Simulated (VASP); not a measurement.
# MnCuS2 (I-42d) in VASP: single point with r2SCAN

Aim: the single point of MnCuS2 with r2SCAN.

Everything below comes from runs of VASP 6.6.1. Logs are shortened: lines on timing, memory, paths and dates and some standing lists are left out, and cuts for length are marked.

## (1) The cell of the first run

The structure is tetragonal, space group I-42d (No. 122). The conventional cell has a = 5.288 Å, b = 5.288 Å, c = 10.356 Å, α = 90.00°, β = 90.00°, γ = 90.00°. Mn (site symmetry -4) has 4 S at 2.34 Å within 3.1 Å. Within 2.9 Å of Cu (site symmetry -4) lie 4 S at 2.21 Å. Within 2.9 Å of S (site symmetry 2) lie 2 Cu at 2.21 Å and 2 Mn at 2.34 Å.

## (2) Single point, r2SCAN

POSCAR reads:

```
MnCuS2
1.0
    0.0000000000      5.2876374300      0.0000000000
    5.2876374300      0.0000000000      0.0000000000
    2.6438182100      2.6438182100     -5.1779517100
Mn Cu S
2 2 4
Direct
    0.0000000000      0.0000000000      0.0000000000
    0.7500000000      0.2500000000      0.5000000000
    0.5000000000      0.5000000000      0.0000000000
    0.2500000000      0.7500000000      0.5000000000
    0.3750000000      0.3970000000      0.7500000000
    0.6030000000      0.1250000000      0.2500000000
    0.8750000000      0.8530000000      0.7500000000
    0.1470000000      0.6250000000      0.2500000000
```

INCAR.step1 reads:

```
SYSTEM = MnCuS2
PREC = Accurate ; ENCUT = 520
ISMEAR = -5 ; SIGMA = 0.1
LREAL = .FALSE. ; LASPH = .TRUE.
NELM = 100 ; LMAXMIX = 4
GGA = PE ; ALGO = Normal
EDIFF = 1E-4 ; LWAVE = .TRUE.
LCHARG = .FALSE.
```

INCAR.step2 reads:

```
SYSTEM = MnCuS2
PREC = Accurate ; ENCUT = 520
EDIFF = 1E-6 ; ISMEAR = -1
SIGMA = 0.1 ; LREAL = .FALSE.
LASPH = .TRUE. ; NELM = 100
ALGO = Normal ; ISIF = 2
LWAVE = .FALSE. ; LCHARG = .FALSE.
LMAXMIX = 4 ; METAGGA = R2SCAN
LMIXTAU = .TRUE. ; LORBIT = 11
ISTART = 1
```

KPOINTS reads:

```
regular mesh
0
G
  7 7 7
  0 0 0
```

Potentials or basis: VASP PAW PBE potentials, release 64 (Mn_pv, Cu, S).

On the command line:

```
$ cat potpaw_PBE.64/Mn_pv/POTCAR potpaw_PBE.64/Cu/POTCAR potpaw_PBE.64/S/POTCAR > POTCAR
$ cp INCAR.step1 INCAR
$ mpirun -np 1 vasp_std > vasp.out
$ cp INCAR.step2 INCAR
$ mpirun -np 1 vasp_std > vasp.out
```

OUTCAR:

```text
SYSTEM = MnCuS2
   PREC = Accurate
   ENCUT = 520
   EDIFF = 1E-6
   ISMEAR = -1
   LREAL = .FALSE.
   LASPH = .TRUE.
   NELM = 100
   ISIF = 2
   METAGGA = R2SCAN
   LORBIT = 11
   ISTART = 1

 ion  position               nearest neighbor table
   1  0.000  0.000  0.000-   7 2.34   8 2.34   6 2.34   5 2.34
   2  0.750  0.250  0.500-   6 2.34   5 2.34   7 2.34   8 2.34
   3  0.500  0.500  0.000-   5 2.21   8 2.21   6 2.21   7 2.21
   4  0.250  0.750  0.500-   8 2.21   5 2.21   7 2.21   6 2.21
   5  0.375  0.397  0.750-   3 2.21   4 2.21   2 2.34   1 2.34
   6  0.603  0.125  0.250-   3 2.21   4 2.21   2 2.34   1 2.34
   7  0.875  0.853  0.750-   4 2.21   3 2.21   1 2.34   2 2.34
   8  0.147  0.625  0.250-   4 2.21   3 2.21   1 2.34   2 2.34

  LATTYP: Found a body centered tetragonal cell.
 ALAT       =     5.2876374300
 C/A-ratio  =     1.9585123899

  Lattice vectors:

 A1 = (  -2.6438182100,   2.6438192200,   5.1779517100)
 A2 = (   2.6438192200,  -2.6438182100,   5.1779517100)
 A3 = (   2.6438182100,   2.6438182100,  -5.1779517100)

Analysis of symmetry for initial positions (statically):
=====================================================================
 Subroutine PRICEL returns:
 Original cell was already a primitive cell.

 Routine SETGRP: Setting up the symmetry group for a
 body centered tetragonal supercell.

 Subroutine GETGRP returns: Found  8 space group operations
 (whereof  4 operations were pure point group operations)
 out of a pool of 16 trial point group operations.

The static configuration has the point symmetry S_4 .
 The point group associated with its full space group is D_2d.

Analysis of symmetry for dynamics (positions and initial velocities):
=====================================================================
 Subroutine PRICEL returns:
 Original cell was already a primitive cell.

 Routine SETGRP: Setting up the symmetry group for a
 body centered tetragonal supercell.

 Subroutine GETGRP returns: Found  8 space group operations
 (whereof  4 operations were pure point group operations)
 out of a pool of 16 trial point group operations.

The dynamic configuration has the point symmetry S_4 .
 The point group associated with its full space group is D_2d.

 Subroutine INISYM returns: Found  8 space group operations
 (whereof  4 operations are pure point group operations),
 and found     1 'primitive' translations

----------------------------------------------------------------------------------------

                                     Primitive cell

  volume of cell :     144.7709

  direct lattice vectors                    reciprocal lattice vectors
     0.000000000  5.287637430  0.000000000     0.000000000  0.189120380  0.096563261
     5.287637430  0.000000000  0.000000000     0.189120380  0.000000000  0.096563261
     2.643818210  2.643818210 -5.177951710     0.000000000  0.000000000 -0.193126560

  length of vectors
     5.287637430  5.287637430  6.386762354     0.212346372  0.212346372  0.193126560

  position of ions in fractional coordinates (direct lattice)
     0.000000000  0.000000000  0.000000000
     0.750000000  0.250000000  0.500000000
     0.500000000  0.500000000  0.000000000
     0.250000000  0.750000000  0.500000000
     0.375000000  0.397000000  0.750000000
     0.603000000  0.125000000  0.250000000
     0.875000000  0.853000000  0.750000000
     0.147000000  0.625000000  0.250000000

  ion indices of the primitive-cell ions
   primitive index   ion index
                 1           1
                 2           2
                 3           3
                 4           4
                 5           5
                 6           6
                 7           7
                 8           8

----------------------------------------------------------------------------------------

 KPOINTS: regular mesh

Automatic generation of k-mesh.
 Grid dimensions read from file:
 generate k-points for:    7    7    7

 Generating k-lattice:

  Cartesian coordinates                     Fractional coordinates (reciprocal lattice)
     0.000000000  0.027017197  0.013794752     0.142857143  0.000000000  0.000000000
     0.027017197  0.000000000  0.013794752     0.000000000  0.142857143  0.000000000
     0.000000000  0.000000000 -0.027589509     0.000000000  0.000000000  0.142857143

  Length of vectors
     0.030335196  0.030335196  0.027589509

  Shift w.r.t. Gamma in fractional coordinates (k-lattice)
     0.000000000  0.000000000  0.000000000

 Subroutine IBZKPT returns following result:
 ===========================================

 Found     40 irreducible k-points:

 Following reciprocal coordinates:
            Coordinates               Weight
  0.000000  0.000000  0.000000      1.000000
  0.142857  0.000000 -0.000000      8.000000
  0.285714  0.000000 -0.000000      8.000000
  0.428571  0.000000 -0.000000      8.000000
  0.142857  0.142857 -0.000000      8.000000
  0.285714  0.142857 -0.000000     16.000000
[... 16 lines left out ...]
  0.285714  0.285714  0.142857      8.000000
  0.428571  0.285714  0.142857     16.000000
 [... further k-points ...]
   k-points           NKPTS =     40   k-points in BZ     NKDIM =     40   number of bands    NBANDS=     43
   number of dos      NEDOS =    301   number of ions     NIONS =      8
   total plane-waves  NPLWV =  76800
   dimension x,y,z NGX =    40 NGY =   40 NGZ =   48
   dimension x,y,z NGXF=    80 NGYF=   80 NGZF=   96
   ions per type =               2   2   4
   NGX,Y,Z   is equivalent  to a cutoff of  12.58, 12.58, 12.49 a.u.
   NGXF,Y,Z  is equivalent  to a cutoff of  25.15, 25.15, 24.99 a.u.
 SYSTEM =  MnCuS2
   PREC   = accura    normal or accurate (medium, high low for compatibility)
   ISTART =      1    job   : 0-new  1-cont  2-samecut
   ICHARG =      0    charge: 1-file 2-atom 10-const
   ISPIN  =      1    spin polarized calculation?
   LNONCOLLINEAR =      F non collinear calculations
   LSORBIT =      F    spin-orbit coupling
   LASPH  =      T    aspherical Exc in radial PAW
   ENCUT  =  520.0 eV  38.22 Ry    6.18 a.u.   9.83  9.83 11.88*2*pi/ulx,y,z
   NELM   =    100;   NELMIN=  2; NELMDL=  0     # of ELM steps
   EDIFF  = 0.1E-05   stopping-criterion for ELM
   LREAL  =      F    real-space projection
   EDIFFG = 0.1E-04   stopping-criterion for IOM
   NSW    =      0    number of steps for IOM
   IBRION =     -1    ionic relax: 0-MD 1-quasi-New 2-CG
   NFREE  =      0    steps in history (QN), initial steepest desc. (CG)
   ISIF   =      2    stress and relaxation
   ISYM   =      2    0-nonsym 1-usesym 2-fastsym
   POTIM  = 0.5000    time-step for ionic-motion
   TEBEG  =    0.0;   TEEND  =   0.0 temperature during run
   PSTRESS=    0.0 pullay stress
   NELECT =      72.0000    total number of electrons
   NUPDOWN=      -1.0000    fix difference up-down
   EMIN   =  10.00;   EMAX   =-10.00  energy-range for DOS
   EFERMI =   0.00;   METHOD = LEGACY
   ISMEAR =    -1;   SIGMA  =   0.10  broadening in eV -4-tet -1-fermi 0-gaus
   EFERMI_NEDOS =   21; number of points for ismear=-14 and -15
   IALGO  =     38    algorithm
   IMIX   =      4    mixing-type and parameters
     AMIX     =   0.40;   BMIX     =  1.00
     AMIX_MAG =   1.60;   BMIX_MAG =  1.00
  volume/ion in A,a.u.               =      18.10       122.12
  Fermi-wavevector in a.u.,A,eV,Ry     =   1.297055  2.451079 22.889801  1.682353
  Thomas-Fermi vector in A             =   2.428472
   LORBIT       =     11    0 simple, 1 ext, 2 COOP (PROOUT), +10 PAW based schemes
   METAGGA = R2SCAN    functional components
   LHFCALC =     F    Hartree Fock is set to
   AEXX    =    0.0000 exact exchange contribution
   IVDW    =     0    specifies the selected vdW correction
   LEPSILON=     F    determine dielectric tensor
   LRPA    =     F    only Hartree local field effects (RPA)
 non-spin polarized calculation
  energy-cutoff  :      520.00
  volume of cell :      144.77
 maximum number of plane-waves:      3912
   NGX = 19   NGY = 19   NGZ = 23

 number of electron      72.0000003 magnetization

 Free energy of the ion-electron system (eV)
  ---------------------------------------------------
  ext. energy  EPLUGINS =         0.00000000
  ---------------------------------------------------
  free energy    TOTEN  =       -84.27908861 eV

  energy without entropy =      -84.10418575  energy(sigma->0) =      -84.19163718

 E-fermi :   4.9771     XC(G=0): -10.7983

 val. band max:        4.9709694035   @ k =   0.0000   0.0000   0.0000
 cond. band min:       4.9784851927   @ k =   0.4286   0.0000   0.1429
 fundamental gap:      0.0075157892
 Fermi energy:         4.9770962635

 k-point     1 :       0.0000    0.0000    0.0000
  band No.  band energies     occupation
      1     -44.6925      2.00000
      2     -44.6924      2.00000
      3     -44.6902      2.00000
      4     -44.6902      2.00000
      5     -44.6847      2.00000
      6     -44.6797      2.00000
[... 35 lines left out ...]
     42       7.0255      0.00000
     43       8.2966      0.00000

 k-point     2 :       0.1429    0.0000   -0.0000
  band No.  band energies     occupation
      1     -44.6925      2.00000
      2     -44.6924      2.00000
      3     -44.6904      2.00000
      4     -44.6901      2.00000
      5     -44.6844      2.00000
      6     -44.6799      2.00000
[... 1004 lines left out ...]
 k-point    24 :       0.4286    0.2857    0.1429
  band No.  band energies     occupation
      1     -44.6923      2.00000
      2     -44.6918      2.00000
      3     -44.6913      2.00000
      4     -44.6906      2.00000
      5     -44.6827      2.00000
      6     -44.6810      2.00000
[... 35 lines left out ...]
     42       6.3521      0.00000
     43      10.2508      0.00000

 [... further k-points ...]

------------------------ aborting loop because EDIFF is reached ----------------------------------------

  FORCE on cell =-STRESS in cart. coord.  units (eV):
  Direction    XX          YY          ZZ          XY          YZ          ZX
  --------------------------------------------------------------------------------------
  -------------------------------------------------------------------------------------
  Total       -7.5175540     -7.5175540     -4.9806804     -0.0000000     -0.0000005     -0.0000005
  in kB      -83.1966436    -83.1966436    -55.1211066     -0.0000000     -0.0000054     -0.0000054
  external PRESSURE =     -73.8381313 kB  Pullay stress =       0.0000000 kB

 VOLUME and BASIS-vectors are now :
 -----------------------------------------------------------------------------
  energy-cutoff  :      520.00
  volume of cell :      144.77
      direct lattice vectors                 reciprocal lattice vectors
     0.000000000  5.287637430  0.000000000     0.000000000  0.189120380  0.096563261
     5.287637430  0.000000000  0.000000000     0.189120380  0.000000000  0.096563261
     2.643818210  2.643818210 -5.177951710     0.000000000  0.000000000 -0.193126560

 POSITION                                       TOTAL-FORCE (eV/Angst)
 -----------------------------------------------------------------------------------
      0.00000      0.00000      0.00000        -0.000000      0.000000     -0.000000
      2.64382      5.28764     -2.58898        -0.000000      0.000000     -0.000000
      2.64382      2.64382      0.00000        -0.000000      0.000000     -0.000000
      5.28764      2.64382     -2.58898        -0.000000      0.000000     -0.000000
      4.08206      3.96573     -3.88346        -2.466243      0.000000     -0.000000
      1.32191      3.84940     -1.29449        -0.000000      2.466243     -0.000000
      6.49322      6.60955     -3.88346         2.466243      0.000000     -0.000000
      3.96573      1.43824     -1.29449        -0.000000     -2.466243      0.000000
 -----------------------------------------------------------------------------------
    total drift:                                0.000321      0.000321      0.000419

  FREE ENERGIE OF THE ION-ELECTRON SYSTEM (eV)
  ---------------------------------------------------
  free  energy   TOTEN  =       -84.2790886094 eV

  energy  without entropy=      -84.1041857521  energy(sigma->0) =      -84.19163718

 total charge

# of ion       s       p       d       tot
------------------------------------------
    1        0.296   6.199   5.083  11.578
    2        0.296   6.199   5.083  11.578
    3        0.441   0.499   9.205  10.145
    4        0.441   0.499   9.205  10.145
    5        1.312   2.397   0.000   3.709
    6        1.312   2.397   0.000   3.709
    7        1.312   2.397   0.000   3.709
    8        1.312   2.397   0.000   3.709
--------------------------------------------------
tot          6.721  22.983  28.577  58.281
```

Wall time 9.1 min (1 thread of Intel Xeon 6975P-C (Granite Rapids), shared host); peak memory 0.43 GiB.

What came out:

* Free energy: -84.2791 eV
* Pressure: -7.4 GPa
* Largest force: 2.466 eV/Å
* Band gap on the k mesh: zero (bands 36 and 37 overlap by 0.06 eV)
* Valence electrons inside the program's atomic spheres: Mn 11.58; Cu 10.14; S 3.71

Forces on the atoms (eV/Å):
```
Mn   0.000  0.000  0.000
Mn   0.000  0.000  0.000
Cu   0.000  0.000  0.000
Cu   0.000  0.000  0.000
S   -2.466  0.000  0.000
S    0.000  2.466  0.000
S    2.466  0.000  0.000
S    0.000 -2.466  0.000
```

Caveat: the cell stands under tension; the PAW data sets were made with another functional, which shifts forces and pressure a little; the run has no spin polarisation, though such a crystal can be magnetic; semilocal functionals often make such compounds metallic where correlation or magnetic order opens a gap, which also shifts bond lengths.
